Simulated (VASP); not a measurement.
YInCu4:

```
Y In Cu
1.0
     0.00000    3.58896    3.58896
     3.58896    0.00000    3.58896
     3.58896    3.58896    0.00000
Y In Cu
1 1 4
Direct
  0.00000 0.00000 0.00000
  0.25000 0.25000 0.25000
  0.62467 0.12600 0.62467
  0.62467 0.62467 0.12600
  0.62467 0.62467 0.62467
  0.12600 0.62467 0.62467
```

```yaml
Program: VASP 6.6.1
Task: relaxation of cell and atoms
Functional: LDA
Potentials_or_basis: VASP PAW LDA potentials, release 64 (Y_sv, In_d, Cu)
Cutoff: 600 eV
k_mesh: 8 × 8 × 8
Occupations: fermi-dirac, width 0.05 eV
Spin: no spin polarisation
```

At the start: pressure -6.1 GPa; volume 15.41 Å³/atom.

Where does the relaxation end?

Over 5 steps the energy falls by 16.7 meV/atom and the volume is 14.59 Å³/atom (-5.3 %); space group F-43m (No. 216, to 0.05 Å).

The path:
```csv
step,energy change (eV),largest force (eV/Å),pressure (GPa),volume (Å³)
1,0.0000,0.0039,-6.07,92.46
2,-0.0637,0.0233,4.38,84.86
3,-0.1000,0.0170,-0.07,87.54
4,-0.1000,0.0170,0.09,87.45
5,-0.1001,0.0027,0.03,87.54
```

Final structure:
```
Y In Cu
1.0
     0.00000    3.52424    3.52424
     3.52424    0.00000    3.52424
     3.52424    3.52424    0.00000
Y In Cu
1 1 4
Direct
  0.00000 0.00000 0.00000
  0.25000 0.25000 0.25000
  0.62459 0.12622 0.62459
  0.62459 0.62459 0.12622
  0.62459 0.62459 0.62459
  0.12622 0.62459 0.62459
```
